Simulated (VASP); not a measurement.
## Mg: single point with PBE

The system is Mg.

```
CELL_PARAMETERS angstrom
3.20930 0.00000 0.00000
-1.60465 2.77934 0.00000
0.00000 0.00000 5.21030
ATOMIC_POSITIONS crystal
Mg 0.67167 0.33858 0.75431
Mg 0.33659 0.68100 0.24316
```

```yaml
Program: VASP 6.6.1
Task: single point
Functional: PBE
Potentials_or_basis: VASP PAW PBE potentials, release 64 (Mg)
Cutoff: 520 eV
k_mesh: 7 × 7 × 4
Occupations: fermi-dirac, width 0.01 eV
Spin: no spin polarisation
Dipole_correction: no
Further_INCAR_settings: ALGO = Fast; EDIFF = 1e-06; NBANDS = 9
```

```json
{
 "Pressure": "-0.3 GPa",
 "Largest force": "0.193 eV/Å",
 "Band gap on the k mesh": "zero (bands 2 and 3 overlap by 2.03 eV)"
}
```

Forces on the atoms (eV/Å):
```
Mg  -0.011  0.015 -0.192
Mg   0.011 -0.015  0.192
```

Stress tensor (GPa, compression positive):
```
-1.31 -0.08  0.01
-0.08 -1.49 -0.02
 0.01 -0.02  1.80
```

Levels at points of the mesh, in eV from the Fermi level:
| k point | band 1 | band 2 | band 3 | band 4 | band 5 | band 6 |
| --- | --- | --- | --- | --- | --- | --- |
| (0.00, 0.00, 0.00) | -6.85 | -1.63 | -1.22 | 10.89 | 10.89 | 10.97 |
| (0.00, 0.00, 0.50) | -5.57 | -5.37 | 5.00 | 5.05 | 11.61 | 11.62 |

Run time: 18 s on 1 thread of Intel(R) Xeon(R) Platinum 8259CL CPU @ 2.50GHz (Skylake/Cascade Lake), with other jobs on the host, peak memory 0.17 GiB.
